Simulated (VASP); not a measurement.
**Rh: single point with r2SCAN**

The system is Rh.

```
Rh
1.0
     0.00000    1.90015    1.90015
     1.90015    0.00000    1.90015
     1.90015    1.90015    0.00000
Rh
1
Cartesian
  0.0000 0.0000 0.0000
```

```yaml
Program: VASP 6.6.1
Task: single point
Functional: r2SCAN
Potentials_or_basis: VASP PAW PBE potentials, release 64 (Rh_pv)
Cutoff: 520 eV
k_mesh: 14 × 14 × 14
Occupations: fermi-dirac, width 0.05 eV
Spin: collinear spin, ferromagnetic start
Starting_moments: "[1.0] μB"
```

```json
{
  "Pressure": "1.2 GPa",
  "Net moment": "0.00 μB per cell",
  "Valence electrons inside the program's atomic spheres": "Rh 13.82"
}
```

Levels at points of the mesh, in eV from the Fermi level:
Spin up:
```csv
k point,band 3,band 4,band 5,band 6,band 7,band 8,band 9,band 10,band 11,band 12
"(0.00, 0.00, 0.00)",-47.76,-8.18,-3.16,-3.16,-3.16,-1.05,-1.05,16.73,17.43,22.49
"(0.50, 0.00, 0.00)",-47.87,-6.33,-3.27,-3.27,0.61,0.61,0.92,9.13,16.28,17.43
"(0.50, 0.50, 0.00)",-48.05,-6.55,-6.17,0.54,1.07,1.07,3.50,12.92,14.03,14.03
```
Spin down:
| k point | band 4 | band 5 | band 6 | band 7 | band 8 | band 9 | band 10 | band 11 |
| --- | --- | --- | --- | --- | --- | --- | --- | --- |
| (0.00, 0.00, 0.00) | -8.18 | -3.16 | -3.16 | -3.16 | -1.05 | -1.05 | 16.73 | 17.43 |
| (0.50, 0.00, 0.00) | -6.33 | -3.27 | -3.27 | 0.61 | 0.61 | 0.92 | 9.13 | 16.28 |
| (0.50, 0.50, 0.00) | -6.55 | -6.17 | 0.54 | 1.07 | 1.07 | 3.50 | 12.92 | 14.03 |

Wall time 120 s on 1 thread of AMD EPYC 7R13, with other jobs on the host, peak memory 0.17 GiB.

Caveat: the PAW data sets were made with another functional, which shifts forces and pressure a little.
